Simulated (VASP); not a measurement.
# Sc: single point with LDA

Crystal: Sc.

```xyz
1
Lattice="0.0000 2.2024 2.2705 2.2024 0.0000 2.2705 2.2024 2.2024 0.0000" Properties=species:S:1:pos:R:3 pbc="T T T"
Sc    0.0000    0.0000    0.0000
```

This cell differs from its parent crystal: strain -0.030 along x and y, +0.000 along z.

```json
{
  "Program": "VASP 6.6.1",
  "Task": "single point",
  "Functional": "LDA",
  "Potentials or basis": "VASP PAW LDA potentials, release 64 (Sc_sv)",
  "Cutoff": "520 eV",
  "k mesh": "18 × 18 × 18",
  "Occupations": "gaussian, width 0.15 eV",
  "Spin": "no spin polarisation",
  "Dipole correction": "no",
  "Further INCAR settings": "ALGO = Normal; EDIFF = 1e-06; NBANDS = 12"
}
```

```yaml
Pressure: 1.0 GPa
```

Stress tensor (GPa, compression positive):
```
1.38 0.00 0.00
0.00 1.38 0.00
0.00 0.00 0.32
```

Levels at points of the mesh, in eV from the Fermi level:
| k point | band 1 | band 2 | band 3 | band 4 | band 5 | band 6 | band 7 | band 8 | band 9 | band 10 |
| --- | --- | --- | --- | --- | --- | --- | --- | --- | --- | --- |
| (0.00, 0.00, 0.00) | -48.55 | -27.22 | -27.22 | -27.22 | -5.33 | 1.52 | 1.75 | 1.75 | 3.12 | 3.40 |
| (0.50, 0.00, 0.00) | -48.45 | -27.81 | -27.31 | -27.28 | -1.91 | 0.57 | 1.41 | 1.66 | 4.27 | 4.37 |
| (0.50, 0.50, 0.00) | -48.42 | -27.77 | -27.41 | -27.41 | -1.80 | -0.79 | 2.11 | 4.32 | 4.60 | 4.60 |
| (0.50, 0.00, 0.50) | -48.41 | -27.78 | -27.45 | -27.42 | -1.77 | -0.85 | 2.58 | 4.30 | 4.51 | 4.69 |

Wall time 26 s on 1 thread of Intel(R) Xeon(R) 6975P-C (Granite Rapids), on a shared host, peak memory 0.22 GiB.

Caveat: the cell differs from its parent crystal (strain -0.030 along x and y, +0.000 along z).
